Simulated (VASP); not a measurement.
Si: single point with r2SCAN

Si:

```xyz
2
Lattice="0.0000 2.6150 2.6150 2.6150 0.0000 2.6150 2.6150 2.6150 0.0000" Properties=species:S:1:pos:R:3 pbc="T T T"
Si    1.3075    1.3075    1.3075
Si    0.0000    0.0000    0.0000
```

```json
{
  "Program": "VASP 6.6.1",
  "Task": "single point",
  "Functional": "r2SCAN",
  "Potentials or basis": "VASP PAW PBE potentials, release 64 (Si)",
  "Cutoff": "520 eV",
  "k mesh": "8 × 8 × 8",
  "Occupations": "gaussian, width 0.01 eV",
  "Spin": "no spin polarisation",
  "Dipole correction": "no",
  "Further INCAR settings": "ALGO = Normal; EDIFF = 1e-06; NBANDS = 11"
}
```

- Pressure: 14.7 GPa
- Band gap on the k mesh: 0.62 eV, indirect (least direct gap 2.80 eV)

Levels at points of the mesh, in eV from the valence-band top:
```tsv
k point	band 1	band 2	band 3	band 4	band 5	band 6	band 7	band 8
(0.00, 0.00, 0.00)	-13.37	0.00	0.00	0.00	2.80	2.80	2.80	5.44
(0.50, 0.00, 0.00)	-10.61	-7.86	-1.38	-1.38	2.32	3.51	3.51	8.52
(0.50, 0.50, 0.00)	-8.57	-8.57	-3.33	-3.33	0.68	0.68	11.95	11.95
```

It took 37 s on 1 thread of Intel(R) Xeon(R) Platinum 8488C (Sapphire Rapids), on a shared host, peak memory 0.15 GiB.

Caveat: the PAW data sets were made with another functional, which shifts forces and pressure a little. A k mesh can miss the band edges.
